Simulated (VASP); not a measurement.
SiC: single point with PBE

SiC:

```xyz
4
Lattice="3.1373 0.0000 0.0000 -1.5687 2.7170 0.0000 0.0000 0.0000 4.9327" Properties=species:S:1:pos:R:3 pbc="T T T"
Si    0.0000    1.8113    1.2332
Si    1.5687    0.9057    3.6995
C     1.5687    0.9057    1.2332
C     0.0000    1.8113    3.6995
```

| Item | Value |
| --- | --- |
| Program | VASP 6.6.1 |
| Task | single point |
| Functional | PBE |
| Potentials or basis | VASP PAW PBE potentials, release 64 (Si, C) |
| Cutoff | 600 eV |
| k mesh | 6 × 6 × 4 |
| Occupations | gaussian, width 0.5 eV |
| Spin | no spin polarisation |
| Dipole correction | no |
| Further INCAR settings | ALGO = Normal; EDIFF = 1e-06; NBANDS = 16 |

| Property | Result |
| --- | --- |
| Pressure | 3.8 GPa |
| Band gap on the k mesh | zero (band 8 reaches 10.28 eV, above the bottom of band 9 at 10.17 eV) |

Stress tensor (GPa, compression positive):
```
5.65 0.00 0.00
0.00 5.65 0.00
0.00 0.00 0.03
```

Levels at points of the mesh, in eV from the Fermi level:
```
           k point  band 6  band 7  band 8  band 9  band 10  band 11
(0.00, 0.00, 0.00)   -3.01   -3.01    0.17    1.72     3.78     4.07
(0.50, 0.00, 0.00)   -6.07   -4.15   -4.00    0.06     3.21     4.11
(0.00, 0.00, 0.50)   -3.69   -3.69   -3.69    3.02     3.02     4.67
(0.50, 0.00, 0.50)   -5.25   -2.89   -2.89    1.52     1.52     1.84
```

Wall time 14 s on 1 thread of Intel Xeon 6975P-C, on a shared host, peak memory 0.17 GiB.

Caveat: the k points lie up to 0.39 Å⁻¹ apart.
